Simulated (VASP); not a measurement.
# GaIr2 (Fd-3m) in VASP: notebook

Runs on GaIr2. Level: PBE. Tasks: single point, relaxation of cell and atoms.

All numbers are computed with VASP 6.6.1; they aren't measurements. Logs are shortened: lines on timing, memory, paths and dates and some standing lists are left out, and cuts for length are marked.

## (1) The cell of the first run

It takes space group Fd-3m (No. 227, cubic). Conventional cell: a = 7.103 Å, b = 7.103 Å, c = 7.103 Å, α = 90.00°, β = 90.00°, γ = 90.00°. Within 3.9 Å of Ga (site symmetry -43m) lie 12 Ir at 2.94 Å and 4 Ga at 3.08 Å. Ir (site symmetry -3m) has 6 Ir at 2.51 Å and 6 Ga at 2.94 Å within 3.3 Å.

## (2) Single point, PBE

INCAR

```
  PREC = Accurate
  ENCUT = 520
  EDIFF = 1E-6
  ISMEAR = 0
  SIGMA = 0.1
  LREAL = False
  LASPH = True
  NELM = 100
  ALGO = Normal
  ISIF = 2
  LWAVE = False
  LCHARG = False
  GGA = PE
  NBANDS = 40
```

KPOINTS

```
regular mesh
0
Gamma
  4 4 4
```

POSCAR

```
GaIr2
1.0
    0.0000000000      3.5513719684      3.5513719684
    3.5513719684      0.0000000000      3.5513719684
    3.5513719684      3.5513719684      0.0000000000
Ga Ir
2 4
Direct
    0.0000000000      0.0000000000      0.0000000000
    0.2500000000      0.2500000000      0.2500000000
    0.6250000000      0.6250000000      0.6250000000
    0.1250000000      0.6250000000      0.6250000000
    0.6250000000      0.6250000000      0.1250000000
    0.6250000000      0.1250000000      0.6250000000
```

Potentials or basis: VASP PAW PBE potentials, release 64 (Ga_d, Ir).

Command:

```sh
> cat potpaw_PBE.64/Ga_d/POTCAR potpaw_PBE.64/Ir/POTCAR > POTCAR
> mpirun -np 1 vasp_std > vasp.out
```

OUTCAR:

```text
PREC = Accurate
   ENCUT = 520
   EDIFF = 1E-6
   ISMEAR = 0
   LREAL = False
   LASPH = True
   NELM = 100
   ISIF = 2
   GGA = PE

 ion  position               nearest neighbor table
   1  0.000  0.000  0.000-   5 2.94   6 2.94   4 2.94   5 2.94   4 2.94   6 2.94   3 2.94   3 2.94
                             3 2.94   4 2.94   5 2.94   6 2.94
   2  0.250  0.250  0.250-   4 2.94   6 2.94   4 2.94   5 2.94   5 2.94   6 2.94   3 2.94   6 2.94
                             3 2.94   3 2.94   4 2.94   5 2.94
   3  0.625  0.625  0.625-   4 2.51   5 2.51   6 2.51   5 2.51   6 2.51   4 2.51   1 2.94   2 2.94
                             1 2.94   2 2.94   1 2.94   2 2.94
   4  0.125  0.625  0.625-   3 2.51   5 2.51   6 2.51   3 2.51   5 2.51   6 2.51   2 2.94   1 2.94
                             2 2.94   1 2.94   1 2.94   2 2.94
   5  0.625  0.625  0.125-   3 2.51   3 2.51   4 2.51   6 2.51   6 2.51   4 2.51   1 2.94   2 2.94
                             1 2.94   2 2.94   1 2.94   2 2.94
   6  0.625  0.125  0.625-   3 2.51   5 2.51   3 2.51   4 2.51   5 2.51   4 2.51   1 2.94   2 2.94
                             1 2.94   2 2.94   1 2.94   2 2.94

  LATTYP: Found a face centered cubic cell.
 ALAT       =     7.1027439368

  Lattice vectors:

 A1 = (   0.0000000000,   3.5513719684,   3.5513719684)
 A2 = (   3.5513719684,   0.0000000000,   3.5513719684)
 A3 = (   3.5513719684,   3.5513719684,   0.0000000000)

Analysis of symmetry for initial positions (statically):
=====================================================================
 Subroutine PRICEL returns:
 Original cell was already a primitive cell.

 Routine SETGRP: Setting up the symmetry group for a
 face centered cubic supercell.

 Subroutine GETGRP returns: Found 48 space group operations
 (whereof 24 operations were pure point group operations)
 out of a pool of 48 trial point group operations.

The static configuration has the point symmetry T_d .
 The point group associated with its full space group is O_h .

Analysis of symmetry for dynamics (positions and initial velocities):
=====================================================================
 Subroutine PRICEL returns:
 Original cell was already a primitive cell.

 Routine SETGRP: Setting up the symmetry group for a
 face centered cubic supercell.

 Subroutine GETGRP returns: Found 48 space group operations
 (whereof 24 operations were pure point group operations)
 out of a pool of 48 trial point group operations.

The dynamic configuration has the point symmetry T_d .
 The point group associated with its full space group is O_h .

 Subroutine INISYM returns: Found 48 space group operations
 (whereof 24 operations are pure point group operations),
 and found     1 'primitive' translations

----------------------------------------------------------------------------------------

                                     Primitive cell

  volume of cell :      89.5815

  direct lattice vectors                    reciprocal lattice vectors
     0.000000000  3.551371968  3.551371968    -0.140790659  0.140790659  0.140790659
     3.551371968  0.000000000  3.551371968     0.140790659 -0.140790659  0.140790659
     3.551371968  3.551371968  0.000000000     0.140790659  0.140790659 -0.140790659

  length of vectors
     5.022398403  5.022398403  5.022398403     0.243856575  0.243856575  0.243856575

  position of ions in fractional coordinates (direct lattice)
     0.000000000  0.000000000  0.000000000
     0.250000000  0.250000000  0.250000000
     0.625000000  0.625000000  0.625000000
     0.125000000  0.625000000  0.625000000
     0.625000000  0.625000000  0.125000000
     0.625000000  0.125000000  0.625000000

  ion indices of the primitive-cell ions
   primitive index   ion index
                 1           1
                 2           2
                 3           3
                 4           4
                 5           5
                 6           6

----------------------------------------------------------------------------------------

 KPOINTS: regular mesh

Automatic generation of k-mesh.
 Grid dimensions read from file:
 generate k-points for:    4    4    4

 Generating k-lattice:

  Cartesian coordinates                     Fractional coordinates (reciprocal lattice)
    -0.035197665  0.035197665  0.035197665     0.250000000  0.000000000  0.000000000
     0.035197665 -0.035197665  0.035197665     0.000000000  0.250000000  0.000000000
     0.035197665  0.035197665 -0.035197665     0.000000000  0.000000000  0.250000000

  Length of vectors
     0.060964144  0.060964144  0.060964144

  Shift w.r.t. Gamma in fractional coordinates (k-lattice)
     0.000000000  0.000000000  0.000000000

 Subroutine IBZKPT returns following result:
 ===========================================

 Found      8 irreducible k-points:

 Following reciprocal coordinates:
            Coordinates               Weight
  0.000000  0.000000  0.000000      1.000000
  0.250000  0.000000  0.000000      8.000000
  0.500000  0.000000  0.000000      4.000000
  0.250000  0.250000  0.000000      6.000000
  0.500000  0.250000  0.000000     24.000000
 -0.250000  0.250000  0.000000     12.000000
  0.500000  0.500000  0.000000      3.000000
 -0.250000  0.500000  0.250000      6.000000
   k-points           NKPTS =      8   k-points in BZ     NKDIM =      8   number of bands    NBANDS=     40
   number of dos      NEDOS =    301   number of ions     NIONS =      6
   total plane-waves  NPLWV =  64000
   dimension x,y,z NGX =    40 NGY =   40 NGZ =   40
   dimension x,y,z NGXF=    80 NGYF=   80 NGZF=   80
   ions per type =               2   4
   NGX,Y,Z   is equivalent  to a cutoff of  13.24, 13.24, 13.24 a.u.
   NGXF,Y,Z  is equivalent  to a cutoff of  26.48, 26.48, 26.48 a.u.
 SYSTEM =  unknown system
   PREC   = accura    normal or accurate (medium, high low for compatibility)
   ISTART =      0    job   : 0-new  1-cont  2-samecut
   ICHARG =      2    charge: 1-file 2-atom 10-const
   ISPIN  =      1    spin polarized calculation?
   LNONCOLLINEAR =      F non collinear calculations
   LSORBIT =      F    spin-orbit coupling
   LASPH  =      T    aspherical Exc in radial PAW
   ENCUT  =  520.0 eV  38.22 Ry    6.18 a.u.   9.34  9.34  9.34*2*pi/ulx,y,z
   NELM   =    100;   NELMIN=  2; NELMDL= -5     # of ELM steps
   EDIFF  = 0.1E-05   stopping-criterion for ELM
   LREAL  =      F    real-space projection
   EDIFFG = 0.1E-04   stopping-criterion for IOM
   NSW    =      0    number of steps for IOM
   IBRION =     -1    ionic relax: 0-MD 1-quasi-New 2-CG
   NFREE  =      0    steps in history (QN), initial steepest desc. (CG)
   ISIF   =      2    stress and relaxation
   ISYM   =      2    0-nonsym 1-usesym 2-fastsym
   POTIM  = 0.5000    time-step for ionic-motion
   TEBEG  =    0.0;   TEEND  =   0.0 temperature during run
   PSTRESS=    0.0 pullay stress
   NELECT =      62.0000    total number of electrons
   NUPDOWN=      -1.0000    fix difference up-down
   EMIN   =  10.00;   EMAX   =-10.00  energy-range for DOS
   EFERMI =   0.00;   METHOD = LEGACY
   ISMEAR =     0;   SIGMA  =   0.10  broadening in eV -4-tet -1-fermi 0-gaus
   EFERMI_NEDOS =   21; number of points for ismear=-14 and -15
   IALGO  =     38    algorithm
   IMIX   =      4    mixing-type and parameters
     AMIX     =   0.40;   BMIX     =  1.00
     AMIX_MAG =   1.60;   BMIX_MAG =  1.00
  volume/ion in A,a.u.               =      14.93       100.75
  Fermi-wavevector in a.u.,A,eV,Ry     =   1.448102  2.736516 28.531419  2.097000
  Thomas-Fermi vector in A             =   2.565981
   LORBIT       =      0    0 simple, 1 ext, 2 COOP (PROOUT), +10 PAW based schemes
   GGA     = PE    functional components
   LHFCALC =     F    Hartree Fock is set to
   AEXX    =    0.0000 exact exchange contribution
   IVDW    =     0    specifies the selected vdW correction
   LEPSILON=     F    determine dielectric tensor
   LRPA    =     F    only Hartree local field effects (RPA)
 non-spin polarized calculation
 Gauss-broadening in eV      SIGMA  =   0.10
  energy-cutoff  :      520.00
  volume of cell :       89.58
 maximum number of plane-waves:      2450
 NGX is ok and might be reduce to    40
   NGX = 19   NGY = 19   NGZ = 19

 number of electron      62.0000013 magnetization

 Free energy of the ion-electron system (eV)
  ---------------------------------------------------
  ext. energy  EPLUGINS =         0.00000000
  ---------------------------------------------------
  free energy    TOTEN  =       -38.14725261 eV

  energy without entropy =      -38.11690542  energy(sigma->0) =      -38.13207901

 E-fermi :   8.9227     XC(G=0): -13.0954

 val. band max:        8.8873015009   @ k =   0.5000   0.2500   0.0000
 cond. band min:       8.9288342750   @ k =   0.2500   0.2500   0.0000
 fundamental gap:      0.0415327741
 Fermi energy:         8.9226836979

 k-point     1 :       0.0000    0.0000    0.0000
  band No.  band energies     occupation
      1      -6.1013      2.00000
      2      -6.1013      2.00000
      3      -6.1013      2.00000
      4      -6.0917      2.00000
      5      -6.0917      2.00000
      6      -5.9991      2.00000
[... 32 lines left out ...]
     39      12.8986      0.00000
     40      13.3704      0.00000

 k-point     2 :       0.2500    0.0000    0.0000
  band No.  band energies     occupation
      1      -6.1121      2.00000
      2      -6.1121      2.00000
      3      -6.0945      2.00000
      4      -6.0788      2.00000
      5      -6.0788      2.00000
      6      -6.0127      2.00000
[... 32 lines left out ...]
     39      12.8692      0.00000
     40      15.1467      0.00000

 k-point     3 :       0.5000    0.0000    0.0000
  band No.  band energies     occupation
      1      -6.1043      2.00000
      2      -6.1032      2.00000
      3      -6.1032      2.00000
      4      -6.0887      2.00000
      5      -6.0887      2.00000
      6      -6.0126      2.00000
[... 165 lines left out ...]
  band No.  band energies     occupation
      1      -6.1131      2.00000
      2      -6.1131      2.00000
      3      -6.1017      2.00000
      4      -6.1017      2.00000
      5      -6.0468      2.00000
      6      -6.0468      2.00000
[... 32 lines left out ...]
     39      16.8372      0.00000
     40      16.8372      0.00000

 k-point     8 :      -0.2500    0.5000    0.2500
  band No.  band energies     occupation
      1      -6.1266      2.00000
      2      -6.1266      2.00000
      3      -6.0679      2.00000
      4      -6.0679      2.00000
      5      -6.0549      2.00000
      6      -6.0549      2.00000
[... 32 lines left out ...]
     39      16.4021      0.00000
     40      16.4021      0.00000

------------------------ aborting loop because EDIFF is reached ----------------------------------------

  FORCE on cell =-STRESS in cart. coord.  units (eV):
  Direction    XX          YY          ZZ          XY          YZ          ZX
  --------------------------------------------------------------------------------------
  -------------------------------------------------------------------------------------
  Total       15.5073265     15.5073265     15.5073265     -0.0000000     -0.0000000     -0.0000000
  in kB      277.3505488    277.3505488    277.3505488     -0.0000000     -0.0000000     -0.0000000
  external PRESSURE =     277.3505488 kB  Pullay stress =       0.0000000 kB

 VOLUME and BASIS-vectors are now :
 -----------------------------------------------------------------------------
  energy-cutoff  :      520.00
  volume of cell :       89.58
      direct lattice vectors                 reciprocal lattice vectors
     0.000000000  3.551371968  3.551371968    -0.140790659  0.140790659  0.140790659
     3.551371968  0.000000000  3.551371968     0.140790659 -0.140790659  0.140790659
     3.551371968  3.551371968  0.000000000     0.140790659  0.140790659 -0.140790659

 POSITION                                       TOTAL-FORCE (eV/Angst)
 -----------------------------------------------------------------------------------
      0.00000      0.00000      0.00000         0.000000     -0.000000     -0.000000
      1.77569      1.77569      1.77569        -0.000000     -0.000000      0.000000
      4.43921      4.43921      4.43921         0.000000      0.000000     -0.000000
      4.43921      2.66353      2.66353         0.000000      0.000000      0.000000
      2.66353      2.66353      4.43921         0.000000      0.000000     -0.000000
      2.66353      4.43921      2.66353         0.000000      0.000000     -0.000000
 -----------------------------------------------------------------------------------
    total drift:                               -0.000000     -0.000000      0.000000

  FREE ENERGIE OF THE ION-ELECTRON SYSTEM (eV)
  ---------------------------------------------------
  free  energy   TOTEN  =       -38.1472526064 eV

  energy  without entropy=      -38.1169054183  energy(sigma->0) =      -38.13207901
```

Run time: 21 s. Hardware: 1 thread of Intel Xeon 6975P-C (Granite Rapids), shared host; peak memory 0.24 GiB.

Results:

```
Free energy            : -38.1473 eV
Pressure               : 27.7 GPa
Band gap on the k mesh : zero (band 31 reaches 9.35 eV, above the bottom of band 32 at 8.63 eV)
```

Levels at points of the mesh, in eV from the Fermi level:
| k point | band 28 | band 29 | band 30 | band 31 | band 32 | band 33 |
| --- | --- | --- | --- | --- | --- | --- |
| (0.00, 0.00, 0.00) | -0.38 | -0.38 | -0.38 | -0.20 | -0.20 | 2.04 |
| (0.50, 0.00, 0.00) | -0.71 | -0.65 | -0.29 | -0.29 | 0.35 | 0.68 |
| (0.50, 0.50, 0.00) | -2.51 | -0.64 | -0.64 | -0.29 | -0.29 | -0.13 |

Caveat: the k points lie up to 0.38 Å⁻¹ apart; spin-orbit coupling is left out, which moves the levels of the heavy elements.

## (3) Single point, PBE

This run uses another cell than the first one, of 16.61 Å³/atom, 1.112 times its volume.

INCAR

```
PREC = Accurate
ENCUT = 520
EDIFF = 1E-6
ISMEAR = 0
SIGMA = 0.1
LREAL = False
LASPH = True
NELM = 60
ALGO = Normal
ISIF = 2
LWAVE = False
LCHARG = False
GGA = PE
NBANDS = 40
```

KPOINTS is that of step 2.

POSCAR: that of step 2 with these lines changed.

```diff
@@ -2,5 +2,5 @@
 1.0
-    0.0000000000      3.5513719684      3.5513719684
-    3.5513719684      0.0000000000      3.5513719684
-    3.5513719684      3.5513719684      0.0000000000
+    0.0000000000      3.6796798974      3.6796798974
+    3.6796798974      0.0000000000      3.6796798974
+    3.6796798974      3.6796798974      0.0000000000
 Ga Ir
```

Potentials or basis: VASP PAW PBE potentials, release 64 (Ga_d, Ir).

Command:

```sh
> cat potpaw_PBE.64/Ga_d/POTCAR potpaw_PBE.64/Ir/POTCAR > POTCAR
> mpirun -np 1 vasp_std > vasp.out
```

OUTCAR:

```text
PREC = Accurate
   ENCUT = 520
   EDIFF = 1E-6
   ISMEAR = 0
   LREAL = False
   LASPH = True
   NELM = 60
   ISIF = 2
   GGA = PE

 ion  position               nearest neighbor table
   1  0.000  0.000  0.000-   3 3.05   5 3.05   3 3.05   5 3.05   4 3.05   6 3.05   4 3.05   6 3.05
                             6 3.05   3 3.05   5 3.05   4 3.05
   2  0.250  0.250  0.250-   4 3.05   6 3.05   4 3.05   6 3.05   3 3.05   5 3.05   3 3.05   5 3.05
                             3 3.05   5 3.05   4 3.05   6 3.05
   3  0.625  0.625  0.625-   4 2.60   5 2.60   6 2.60   5 2.60   6 2.60   4 2.60   1 3.05   2 3.05
                             1 3.05   2 3.05   1 3.05   2 3.05
[... 541 lines left out ...]
  Total        0.2569817      0.2569817      0.2569817      0.0000000      0.0000000      0.0000000
  in kB        4.1319278      4.1319278      4.1319278      0.0000000      0.0000000      0.0000000
  external PRESSURE =       4.1319278 kB  Pullay stress =       0.0000000 kB

 VOLUME and BASIS-vectors are now :
 -----------------------------------------------------------------------------
  energy-cutoff  :      520.00
  volume of cell :       99.65
      direct lattice vectors                 reciprocal lattice vectors
     0.000000000  3.679679897  3.679679897    -0.135881385  0.135881385  0.135881385
     3.679679897  0.000000000  3.679679897     0.135881385 -0.135881385  0.135881385
     3.679679897  3.679679897  0.000000000     0.135881385  0.135881385 -0.135881385

 POSITION                                       TOTAL-FORCE (eV/Angst)
 -----------------------------------------------------------------------------------
      0.00000      0.00000      0.00000        -0.000000     -0.000000     -0.000000
      1.83984      1.83984      1.83984         0.000000      0.000000      0.000000
      4.59960      4.59960      4.59960        -0.000000     -0.000000     -0.000000
      4.59960      2.75976      2.75976        -0.000000     -0.000000     -0.000000
      2.75976      2.75976      4.59960        -0.000000     -0.000000     -0.000000
      2.75976      4.59960      2.75976        -0.000000     -0.000000     -0.000000
 -----------------------------------------------------------------------------------
    total drift:                               -0.000000     -0.000000      0.000000

  FREE ENERGIE OF THE ION-ELECTRON SYSTEM (eV)
  ---------------------------------------------------
  free  energy   TOTEN  =       -38.9452747942 eV

  energy  without entropy=      -38.9208111302  energy(sigma->0) =      -38.93304296
```

stdout:

```text
POSCAR found type information on POSCAR GaIr
 POSCAR found :  2 types and       6 ions
 scaLAPACK will be used
 LDA part: xc-table for (Slater+PW92), standard interpolation
 POSCAR, INCAR and KPOINTS ok, starting setup
 FFT: planning ... GRIDC
 FFT: planning ... GRID_SOFT
 FFT: planning ... GRID
 WAVECAR not read
 entering main loop
```

Wall time 28 s (1 thread of Intel Xeon 6975P-C (Granite Rapids), shared host); peak memory 0.24 GiB.

What came out:

```
Free energy            : -38.9453 eV
Pressure               : 0.4 GPa
Band gap on the k mesh : zero (band 31 reaches 7.79 eV, above the bottom of band 32 at 7.18 eV)
```

Caveat: the k points lie up to 0.37 Å⁻¹ apart; spin-orbit coupling is left out, which moves the levels of the heavy elements.

(Part 1 of 2 ends here.)
